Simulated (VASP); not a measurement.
# TaSi2 (P6_422) in VASP: further runs

TaSi2 is run at these levels: PBEsol; tasks: single point.

Program: VASP 6.6.1. These are calculated values, not measurements. Logs are shortened: lines on timing, memory, paths and dates and some standing lists are left out, and cuts for length are marked.

### 1 The cell of the first run

Symmetry: P6_422, No. 181, hexagonal system. Conventional cell: a = 4.756 Å, b = 4.756 Å, c = 6.565 Å, α = 90.00°, β = 90.00°, γ = 120.00°. Within 3.4 Å of Ta (site symmetry 222) lie 10 Si at 2.60 to 2.80 Å and 4 Ta at 3.23 Å. Within 3.4 Å of Si (site symmetry 2) lie 9 Si at 2.55 to 3.31 Å and 5 Ta at 2.60 to 2.80 Å.

### 2 Single point, PBEsol

The input, INCAR:

```
ALGO     = Normal         # electronic algorithm
EDIFF    = 1E-6           # SCF threshold, eV
ENCUT    = 520            # plane-wave cutoff, eV
GGA      = PS             # functional
ISIF     = 2              # what is computed and relaxed
ISMEAR   = -1             # smearing method
LASPH    = T              # aspherical terms in the spheres
LCHARG   = F              # write CHGCAR
LREAL    = F              # projectors in reciprocal space
LWAVE    = F              # write WAVECAR
NBANDS   = 38             # bands
NELM     = 100            # most SCF steps
PREC     = Accurate       # precision mode
SIGMA    = 0.05           # smearing width, eV
```

The input, KPOINTS:

```
k-points
0
Gamma
  7 7 4
```

The input, POSCAR:

```
TaSi2
1.0
    4.7564999236      0.0000000000      0.0000000000
   -2.3782499618      4.1192497669      0.0000000000
    0.0000000000      0.0000000000      6.5649169331
Ta Si
3 6
Direct
    0.0000000000      0.5000000000      0.3333333333
    0.5000000000      0.5000000000      0.6666666667
    0.5000000000      0.0000000000      0.0000000000
    0.3191322860      0.1595661430      0.3333333333
    0.1595661430      0.8404338570      0.6666666667
    0.8404338570      0.6808677140      0.0000000000
    0.6808677140      0.8404338570      0.3333333333
    0.8404338570      0.1595661430      0.6666666667
    0.1595661430      0.3191322860      0.0000000000
```

Potentials or basis: VASP PAW PBE potentials, release 64 (Ta_pv, Si).

Launch:

```sh
$ cat potpaw_PBE.64/Ta_pv/POTCAR potpaw_PBE.64/Si/POTCAR > POTCAR
$ mpirun -np 1 vasp_std > vasp.out
```

OUTCAR:

```text
EDIFF = 1E-6
   ENCUT = 520
   GGA = PS
   ISIF = 2
   ISMEAR = -1
   LASPH = T
   LREAL = F
   NELM = 100
   PREC = Accurate

 ion  position               nearest neighbor table
   1  0.000  0.500  0.333-   6 2.60   9 2.60   8 2.60   5 2.60   4 2.72   7 2.72   7 2.72   4 2.72
                             7 2.80   4 2.80   3 3.23   3 3.23   2 3.23   2 3.23
   2  0.500  0.500  0.667-   6 2.60   9 2.60   7 2.60   4 2.60   8 2.72   5 2.72   5 2.72   8 2.72
                             8 2.80   5 2.80   3 3.23   3 3.23   1 3.23   1 3.23
   3  0.500  0.000  0.000-   4 2.60   5 2.60   7 2.60   8 2.60   9 2.72   6 2.72   9 2.72   6 2.72
                             9 2.80   6 2.80   2 3.23   1 3.23   2 3.23   1 3.23
   4  0.319  0.160  0.333-   9 2.55   5 2.55   3 2.60   2 2.60   7 2.63   1 2.72   1 2.72   1 2.80
                             7 2.81   7 2.81
   5  0.160  0.840  0.667-   6 2.55   4 2.55   3 2.60   1 2.60   8 2.63   2 2.72   2 2.72   2 2.80
                             8 2.81   8 2.81
   6  0.840  0.681  0.000-   5 2.55   7 2.55   1 2.60   2 2.60   9 2.63   3 2.72   3 2.72   3 2.80
                             9 2.81   9 2.81
   7  0.681  0.840  0.333-   6 2.55   8 2.55   3 2.60   2 2.60   4 2.63   1 2.72   1 2.72   1 2.80
                             4 2.81   4 2.81
   8  0.840  0.160  0.667-   9 2.55   7 2.55   3 2.60   1 2.60   5 2.63   2 2.72   2 2.72   2 2.80
                             5 2.81   5 2.81
   9  0.160  0.319  0.000-   4 2.55   8 2.55   1 2.60   2 2.60   6 2.63   3 2.72   3 2.72   3 2.80
                             6 2.81   6 2.81

  LATTYP: Found a hexagonal cell.
 ALAT       =     4.7564999236
 C/A-ratio  =     1.3801991041

  Lattice vectors:

 A1 = (   4.7564999236,   0.0000000000,   0.0000000000)
 A2 = (  -2.3782499618,   4.1192497669,   0.0000000000)
 A3 = (   0.0000000000,   0.0000000000,   6.5649169331)

Analysis of symmetry for initial positions (statically):
=====================================================================
 Subroutine PRICEL returns:
 Original cell was already a primitive cell.

 Routine SETGRP: Setting up the symmetry group for a
 hexagonal supercell.

 Subroutine GETGRP returns: Found 12 space group operations
 (whereof  4 operations were pure point group operations)
 out of a pool of 24 trial point group operations.

The static configuration has the point symmetry D_2 .
 The point group associated with its full space group is D_6 .

Analysis of symmetry for dynamics (positions and initial velocities):
=====================================================================
 Subroutine PRICEL returns:
 Original cell was already a primitive cell.

 Routine SETGRP: Setting up the symmetry group for a
 hexagonal supercell.

 Subroutine GETGRP returns: Found 12 space group operations
 (whereof  4 operations were pure point group operations)
 out of a pool of 24 trial point group operations.

The dynamic configuration has the point symmetry D_2 .
 The point group associated with its full space group is D_6 .

 Subroutine INISYM returns: Found 12 space group operations
 (whereof  4 operations are pure point group operations),
 and found     1 'primitive' translations

----------------------------------------------------------------------------------------

                                     Primitive cell

  volume of cell :     128.6278

  direct lattice vectors                    reciprocal lattice vectors
     4.756499924  0.000000000  0.000000000     0.210238624  0.121381326  0.000000000
    -2.378249962  4.119249767  0.000000000     0.000000000  0.242762653  0.000000000
     0.000000000  0.000000000  6.564916933     0.000000000  0.000000000  0.152324852

  length of vectors
     4.756499924  4.756499924  6.564916933     0.242762653  0.242762653  0.152324852

  position of ions in fractional coordinates (direct lattice)
     1.000000000  0.500000000  0.333333333
     0.500000000  0.500000000  0.666666667
     0.500000000  0.000000000  0.000000000
     0.319132286  0.159566143  0.333333333
     0.159566143  0.840433857  0.666666667
     0.840433857  0.680867714  0.000000000
     0.680867714  0.840433857  0.333333333
     0.840433857  0.159566143  0.666666667
     0.159566143  0.319132286  0.000000000

  ion indices of the primitive-cell ions
   primitive index   ion index
                 1           1
                 2           2
                 3           3
                 4           4
                 5           5
                 6           6
                 7           7
                 8           8
                 9           9

----------------------------------------------------------------------------------------

 KPOINTS: k-points

Automatic generation of k-mesh.
 Grid dimensions read from file:
 generate k-points for:    7    7    4

 Generating k-lattice:

  Cartesian coordinates                     Fractional coordinates (reciprocal lattice)
     0.030034089  0.017340189  0.000000000     0.142857143  0.000000000  0.000000000
     0.000000000  0.034680379  0.000000000     0.000000000  0.142857143  0.000000000
     0.000000000  0.000000000  0.038081213     0.000000000  0.000000000  0.250000000

  Length of vectors
     0.034680379  0.034680379  0.038081213

  Shift w.r.t. Gamma in fractional coordinates (k-lattice)
     0.000000000  0.000000000  0.000000000

 Subroutine IBZKPT returns following result:
 ===========================================

 Found     24 irreducible k-points:

 Following reciprocal coordinates:
            Coordinates               Weight
  0.000000  0.000000  0.000000      1.000000
  0.142857 -0.000000  0.000000      6.000000
  0.285714  0.000000  0.000000      6.000000
  0.428571 -0.000000  0.000000      6.000000
  0.142857  0.142857  0.000000      6.000000
  0.285714  0.142857  0.000000     12.000000
[... 16 lines left out ...]
  0.428571  0.142857  0.500000      6.000000
  0.285714  0.285714  0.500000      6.000000
   k-points           NKPTS =     24   k-points in BZ     NKDIM =     24   number of bands    NBANDS=     38
   number of dos      NEDOS =    301   number of ions     NIONS =      9
   total plane-waves  NPLWV =  64800
   dimension x,y,z NGX =    36 NGY =   36 NGZ =   50
   dimension x,y,z NGXF=    72 NGYF=   72 NGZF=  100
   ions per type =               3   6
   NGX,Y,Z   is equivalent  to a cutoff of  12.58, 12.58, 12.66 a.u.
   NGXF,Y,Z  is equivalent  to a cutoff of  25.16, 25.16, 25.32 a.u.
 SYSTEM =  unknown system
   PREC   = accura    normal or accurate (medium, high low for compatibility)
   ISTART =      0    job   : 0-new  1-cont  2-samecut
   ICHARG =      2    charge: 1-file 2-atom 10-const
   ISPIN  =      1    spin polarized calculation?
   LNONCOLLINEAR =      F non collinear calculations
   LSORBIT =      F    spin-orbit coupling
   LASPH  =      T    aspherical Exc in radial PAW
   ENCUT  =  520.0 eV  38.22 Ry    6.18 a.u.   8.84  8.84 12.21*2*pi/ulx,y,z
   NELM   =    100;   NELMIN=  2; NELMDL= -5     # of ELM steps
   EDIFF  = 0.1E-05   stopping-criterion for ELM
   LREAL  =      F    real-space projection
   EDIFFG = 0.1E-04   stopping-criterion for IOM
   NSW    =      0    number of steps for IOM
   IBRION =     -1    ionic relax: 0-MD 1-quasi-New 2-CG
   NFREE  =      0    steps in history (QN), initial steepest desc. (CG)
   ISIF   =      2    stress and relaxation
   ISYM   =      2    0-nonsym 1-usesym 2-fastsym
   POTIM  = 0.5000    time-step for ionic-motion
   TEBEG  =    0.0;   TEEND  =   0.0 temperature during run
   PSTRESS=    0.0 pullay stress
   NELECT =      57.0000    total number of electrons
   NUPDOWN=      -1.0000    fix difference up-down
   EMIN   =  10.00;   EMAX   =-10.00  energy-range for DOS
   EFERMI =   0.00;   METHOD = LEGACY
   ISMEAR =    -1;   SIGMA  =   0.05  broadening in eV -4-tet -1-fermi 0-gaus
   EFERMI_NEDOS =   21; number of points for ismear=-14 and -15
   IALGO  =     38    algorithm
   IMIX   =      4    mixing-type and parameters
     AMIX     =   0.40;   BMIX     =  1.00
     AMIX_MAG =   1.60;   BMIX_MAG =  1.00
  volume/ion in A,a.u.               =      14.29        96.45
  Fermi-wavevector in a.u.,A,eV,Ry     =   1.248116  2.358597 21.195056  1.557793
  Thomas-Fermi vector in A             =   2.382217
   LORBIT       =      0    0 simple, 1 ext, 2 COOP (PROOUT), +10 PAW based schemes
   GGA     = PS    functional components
   LHFCALC =     F    Hartree Fock is set to
   AEXX    =    0.0000 exact exchange contribution
   IVDW    =     0    specifies the selected vdW correction
   LEPSILON=     F    determine dielectric tensor
   LRPA    =     F    only Hartree local field effects (RPA)
 non-spin polarized calculation
  energy-cutoff  :      520.00
  volume of cell :      128.63
 maximum number of plane-waves:      3480
 NGX is ok and might be reduce to    36
   NGX = 17   NGY = 17   NGZ = 25

 number of electron      56.9999999 magnetization

 Free energy of the ion-electron system (eV)
  ---------------------------------------------------
  ext. energy  EPLUGINS =         0.00000000
  ---------------------------------------------------
  free energy    TOTEN  =       -77.37207246 eV

  energy without entropy =      -77.34586399  energy(sigma->0) =      -77.35896822

 E-fermi :   9.3937     XC(G=0): -12.2072

 val. band max:        9.3871624605   @ k =   0.4286   0.1429   0.0000
 cond. band min:       9.4158945870   @ k =   0.2857   0.2857   0.5000
 fundamental gap:      0.0287321265
 Fermi energy:         9.3937261551

 k-point     1 :       0.0000    0.0000    0.0000
  band No.  band energies     occupation
      1     -24.8874      2.00000
      2     -24.8874      2.00000
      3     -24.8837      2.00000
      4     -24.8127      2.00000
      5     -24.8127      2.00000
      6     -24.7160      2.00000
[... 30 lines left out ...]
     37      13.4262      0.00000
     38      13.4934      0.00000
[... 941 lines left out ...]
     37      12.8959      0.00000
     38      13.3067      0.00000

------------------------ aborting loop because EDIFF is reached ----------------------------------------

  FORCE on cell =-STRESS in cart. coord.  units (eV):
  Direction    XX          YY          ZZ          XY          YZ          ZX
  --------------------------------------------------------------------------------------
  -------------------------------------------------------------------------------------
  Total        0.2350716      0.2350716      0.3054115      0.0000000      0.0000000      0.0000000
  in kB        2.9280322      2.9280322      3.8041810      0.0000000      0.0000000      0.0000000
  external PRESSURE =       3.2200818 kB  Pullay stress =       0.0000000 kB

 VOLUME and BASIS-vectors are now :
 -----------------------------------------------------------------------------
  energy-cutoff  :      520.00
  volume of cell :      128.63
      direct lattice vectors                 reciprocal lattice vectors
     4.756499924  0.000000000  0.000000000     0.210238624  0.121381326  0.000000000
    -2.378249962  4.119249767  0.000000000     0.000000000  0.242762653  0.000000000
     0.000000000  0.000000000  6.564916933     0.000000000  0.000000000  0.152324852

 POSITION                                       TOTAL-FORCE (eV/Angst)
 -----------------------------------------------------------------------------------
     -1.18912      2.05962      2.18831         0.000000     -0.000000      0.000000
      1.18912      2.05962      4.37661         0.000000     -0.000000      0.000000
      2.37825      0.00000      0.00000         0.000000     -0.000000     -0.000000
      1.13846      0.65729      2.18831         0.000194      0.000112     -0.000000
     -1.23979      3.46196      4.37661         0.000194     -0.000112     -0.000000
      2.37825      2.80466      0.00000        -0.000000     -0.000224     -0.000000
      1.23979      3.46196      2.18831        -0.000194     -0.000112     -0.000000
      3.61804      0.65729      4.37661        -0.000194      0.000112     -0.000000
      0.00000      1.31459      0.00000         0.000000      0.000224     -0.000000
 -----------------------------------------------------------------------------------
    total drift:                                0.000000      0.000000      0.000000

  FREE ENERGIE OF THE ION-ELECTRON SYSTEM (eV)
  ---------------------------------------------------
  free  energy   TOTEN  =       -77.3720724554 eV

  energy  without entropy=      -77.3458639930  energy(sigma->0) =      -77.35896822
```

Run time: 95 s. Hardware: 1 thread of Intel Xeon 6975P-C, shared host; peak memory 0.29 GiB.

What came out:

```yaml
Free_energy: -77.3721 eV
Pressure: 0.3 GPa
```

Caveat: the PAW data sets were made with another functional, which shifts forces and pressure a little; spin-orbit coupling is left out, which moves the levels of the heavy elements.

### 3 Single point, PBEsol

The input, INCAR:

```
SYSTEM = TaSi2
  ALGO = Normal
  EDIFF = 1E-6
  ENCUT = 520
  GGA = PS
  ISIF = 2
  ISMEAR = -1
  LASPH = .True.
  LCHARG = .True.
  LELF = .True.
  LREAL = .False.
  LVHAR = .True.
  LWAVE = .False.
  NBANDS = 38
  NELM = 60
  PREC = Accurate
  SIGMA = 0.05
```

The input, KPOINTS:

```
k-points
0
Gamma
  7 7 4
  0 0 0
```

The input, POSCAR:

```
TaSi2
1.0
    4.7571132991      0.0000000000      0.0000000000
   -2.3785566496      4.1197809657      0.0000000000
    0.0000000000      0.0000000000      6.5644362643
Ta Si
3 6
Direct
    0.0000000000      0.5000000000      0.3333333333
    0.5000000000      0.5000000000      0.6666666667
    0.5000000000      0.0000000000      0.0000000000
    0.3190770968      0.1595385484      0.3333333333
    0.1595385484      0.8404614516      0.6666666667
    0.8404614516      0.6809229032      0.0000000000
    0.6809229032      0.8404614516      0.3333333333
    0.8404614516      0.1595385484      0.6666666667
    0.1595385484      0.3190770968      0.0000000000
```

Potentials or basis: VASP PAW PBE potentials, release 64 (Ta_pv, Si).

Launch:

```sh
$ cat potpaw_PBE.64/Ta_pv/POTCAR potpaw_PBE.64/Si/POTCAR > POTCAR
$ mpirun -np 1 vasp_std > vasp.out
```

OUTCAR:

```text
SYSTEM = TaSi2
   EDIFF = 1E-6
   ENCUT = 520
   GGA = PS
   ISIF = 2
   ISMEAR = -1
   LASPH = .True.
   LREAL = .False.
   NELM = 60
   PREC = Accurate

 ion  position               nearest neighbor table
   1  0.000  0.500  0.333-   6 2.60   9 2.60   8 2.60   5 2.60   4 2.72   7 2.72   7 2.72   4 2.72
                             7 2.81   4 2.81   3 3.23   3 3.23   2 3.23   2 3.23
   2  0.500  0.500  0.667-   6 2.60   9 2.60   7 2.60   4 2.60   5 2.72   8 2.72   5 2.72   8 2.72
                             8 2.81   5 2.81   3 3.23   3 3.23   1 3.23   1 3.23
   3  0.500  0.000  0.000-   5 2.60   8 2.60   7 2.60   4 2.60   9 2.72   6 2.72   9 2.72   6 2.72
[... 1212 lines left out ...]
  external PRESSURE =       2.8993757 kB  Pullay stress =       0.0000000 kB

 VOLUME and BASIS-vectors are now :
 -----------------------------------------------------------------------------
  energy-cutoff  :      520.00
  volume of cell :      128.65
      direct lattice vectors                 reciprocal lattice vectors
     4.757113299  0.000000000  0.000000000     0.210211516  0.121365676  0.000000000
    -2.378556650  4.119780966  0.000000000     0.000000000  0.242731351  0.000000000
     0.000000000  0.000000000  6.564436264     0.000000000  0.000000000  0.152336006

 POSITION                                       TOTAL-FORCE (eV/Angst)
 -----------------------------------------------------------------------------------
     -1.18928      2.05989      2.18815         0.000000     -0.000000     -0.000000
      1.18928      2.05989      4.37629         0.000000     -0.000000      0.000000
      2.37856      0.00000      0.00000         0.000000     -0.000000     -0.000000
      1.13841      0.65726      2.18815         0.002563      0.001480      0.000000
     -1.24014      3.46252      4.37629         0.002563     -0.001480     -0.000000
      2.37856      2.80525      0.00000         0.000000     -0.002959     -0.000000
      1.24014      3.46252      2.18815        -0.002563     -0.001480     -0.000000
      3.61870      0.65726      4.37629        -0.002563      0.001480     -0.000000
     -0.00000      1.31453      0.00000        -0.000000      0.002959     -0.000000
 -----------------------------------------------------------------------------------
    total drift:                                0.000000      0.000000      0.000000

  FREE ENERGIE OF THE ION-ELECTRON SYSTEM (eV)
  ---------------------------------------------------
  free  energy   TOTEN  =       -77.3721049460 eV

  energy  without entropy=      -77.3459176959  energy(sigma->0) =      -77.35901132
```

OSZICAR:

```text
N       E                     dE             d eps       ncg     rms          rms(c)
DAV:   1     0.384411545178E+03    0.38441E+03   -0.28114E+04  1824   0.141E+03
DAV:   2    -0.601323322049E+02   -0.44454E+03   -0.43254E+03  2084   0.363E+02
DAV:   3    -0.793148459132E+02   -0.19183E+02   -0.18805E+02  2328   0.663E+01
DAV:   4    -0.796583967125E+02   -0.34355E+00   -0.34171E+00  2304   0.882E+00
DAV:   5    -0.796637128922E+02   -0.53162E-02   -0.53109E-02  2308   0.112E+00    0.328E+01
DAV:   6    -0.776697065995E+02    0.19940E+01   -0.70678E+00  2268   0.124E+01    0.152E+01
DAV:   7    -0.773997391124E+02    0.26997E+00   -0.53910E-01  2288   0.366E+00    0.425E+00
DAV:   8    -0.773730699431E+02    0.26669E-01   -0.44189E-02  2340   0.952E-01    0.476E-01
DAV:   9    -0.773722305994E+02    0.83934E-03   -0.27793E-03  2352   0.290E-01    0.244E-01
DAV:  10    -0.773721206645E+02    0.10993E-03   -0.40952E-04  2300   0.115E-01    0.579E-02
DAV:  11    -0.773721068683E+02    0.13796E-04   -0.42037E-05  2320   0.330E-02    0.109E-02
DAV:  12    -0.773721055686E+02    0.12997E-05   -0.32039E-06  1872   0.841E-03    0.363E-03
DAV:  13    -0.773721049460E+02    0.62258E-06   -0.33434E-07  1344   0.293E-03
   1 F= -.77372105E+02 E0= -.77359011E+02  d E =-.261873E-01
```

Run time: 98 s. Hardware: 1 thread of Intel Xeon 6975P-C, shared host; peak memory 0.29 GiB.

What came out:

```yaml
Free_energy: -77.3721 eV
Pressure: 0.3 GPa
```

Forces in eV/Å, atoms in the order of the input:
```
Ta   0.000  0.000  0.000
Ta   0.000  0.000  0.000
Ta   0.000  0.000  0.000
Si   0.003  0.001  0.000
Si   0.003 -0.001  0.000
Si   0.000 -0.003  0.000
Si  -0.003 -0.001  0.000
Si  -0.003  0.001  0.000
Si   0.000  0.003  0.000
```

Stress tensor (GPa, compression positive):
```
0.24 0.00 0.00
0.00 0.24 0.00
0.00 0.00 0.39
```

Caveat: the PAW data sets were made with another functional, which shifts forces and pressure a little; spin-orbit coupling is left out, which moves the levels of the heavy elements.

(Continued in part 2 of 2.)
